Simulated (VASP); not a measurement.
A run of VASP 6.6.1:

Contents of INCAR:

```
ALGO = Normal
EDIFF = 1E-6
ENCUT = 520
GGA = CA
ISIF = 2
ISMEAR = 0
ISPIN = 2
LASPH = T
LCHARG = T
LELF = T
LORBIT = 11
LREAL = F
LVHAR = T
LWAVE = F
MAGMOM = 0.41 0.48 0.86 0.86 0.86
NBANDS = 33
NELM = 150
NUPDOWN = 5.0
PREC = Accurate
SIGMA = 0.1
```

File KPOINTS:

```
k-points
0
Gamma
  1 1 1
```

The input POSCAR:

```
KZnF3
1.0
    4.1006783820      0.0000000000      0.0000000000
    0.0000000000      4.1006783820      0.0000000000
    0.0000000000      0.0000000000      4.1006783820
K Zn F
1 1 3
Direct
    0.0000000000      0.0000000000      0.0000000000
    0.5000000000      0.5000000000      0.5000000000
    0.0000000000      0.5000000000      0.5000000000
    0.5000000000      0.0000000000      0.5000000000
    0.5000000000      0.5000000000      0.0000000000
```

Potentials or basis: VASP PAW LDA potentials, release 64 (K_sv, Zn, F).

Command:

```console
$ cat potpaw_LDA.64/K_sv/POTCAR potpaw_LDA.64/Zn/POTCAR potpaw_LDA.64/F/POTCAR > POTCAR
$ mpirun -np 1 vasp_gam > vasp.out
```

Hardware: 1 thread of Intel(R) Xeon(R) Platinum 8488C (Sapphire Rapids), on a shared host.

**Question.** How long does it take, and how much memory?

**Answer.** It took 14 s on 1 thread of Intel(R) Xeon(R) Platinum 8488C (Sapphire Rapids), on a shared host, peak memory 0.15 GiB. Counts: scf iterations 38, k points 1.
